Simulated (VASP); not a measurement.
Here is a VASP 6.6.1 calculation.

Contents of INCAR:

```
SYSTEM = Ca
  PREC = Accurate
  ENCUT = 520
  EDIFF = 1E-7
  ISMEAR = -1
  SIGMA = 0.1
  LREAL = .FALSE.
  LASPH = .TRUE.
  NELM = 60
  ALGO = Normal
  ISIF = 2
  LWAVE = .FALSE.
  LCHARG = .FALSE.
  GGA = RP
  NBANDS = 11
```

File KPOINTS:

```
regular mesh
0
G
  16 16 16
  0 0 0
```

The input POSCAR:

```
Ca
1.0
    0.0000000000      2.9191109894      2.9191109894
    2.9191109894      0.0000000000      2.9191109894
    2.9191109894      2.9191109894      0.0000000000
Ca
1
Direct
    0.0000000000      0.0000000000      0.0000000000
```

Potentials or basis: VASP PAW PBE potentials, release 64 (Ca_sv).

The run is started by

```bash
$ cat potpaw_PBE.64/Ca_sv/POTCAR > POTCAR
$ mpirun -np 1 vasp_std > vasp.out
```

Estimate the pressure.

-1.5 GPa.

What does it give for the band gap on the k mesh?

Zero (bands 5 and 6 overlap by 0.56 eV).

Caveat: the PAW data sets were made with another functional, which shifts forces and pressure a little.
